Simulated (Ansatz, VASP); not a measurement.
MgO: VASP beside Ansatz

```
Mg O
1.0
     0.00000    2.10000    2.10000
     2.10000    0.00000    2.10000
     2.10000    2.10000    0.00000
Mg O
1 1
Direct
  0.00000 0.00000 0.00000
  0.50000 0.50000 0.50000
```

Alike in both runs: task single point; functional r2SCAN; k mesh 9 × 9 × 9; occupations fermi-dirac, width 0.05 eV; no spin polarisation.

|  | VASP | Ansatz |
| --- | --- | --- |
| version | VASP 6.6.1 | Ansatz 0.2.0 |
| potentials or method | VASP PAW PBE potentials, release 64 (Mg_sv, O), cutoff 750 eV | PAW, plane waves, scalar-relativistic |
| valence electrons in the cell | 16 | 16 |

|  | VASP | Ansatz | Ansatz less VASP |
| --- | --- | --- | --- |
| pressure (GPa) | 0.5 | 0.5 | +0.05 |

VASP's potentials were made for PBE, not for r2SCAN.
